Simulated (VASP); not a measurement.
The system is Sc.

```
Sc
1.0
     3.37390    0.00000    0.00000
    -1.68695    2.92188    0.00000
     0.00000    0.00000    5.37672
Sc
2
Direct
  0.66667 0.33333 0.75000
  0.33333 0.66667 0.25000
```

This cell differs from its parent crystal: volume scaled by 1.06.

Base run:

- Program: VASP 6.6.1
- Functional: PBEsol
- Potentials or basis: VASP PAW PBE potentials, release 64 (Sc_sv)
- Cutoff: 520 eV
- k mesh: 9 × 9 × 5
- Occupations: fermi-dirac, width 0.05 eV
- Spin: no spin polarisation

Its results: band gap on the k mesh zero (band 11 reaches 3.80 eV, above the bottom of band 12 at 2.79 eV); pressure -5.3 GPa.

Q: The run is repeated on the same cell with these changes: functional from PBEsol to LDA; potentials or basis from VASP PAW PBE potentials, release 64 (Sc_sv) to VASP PAW LDA potentials, release 64 (Sc_sv). What comes out?

A: Band gap on the k mesh zero (band 11 reaches 3.67 eV, above the bottom of band 12 at 2.66 eV); pressure -7.5 GPa.

Caveats: the PAW data sets were made with another functional, which shifts forces and pressure a little (some runs).
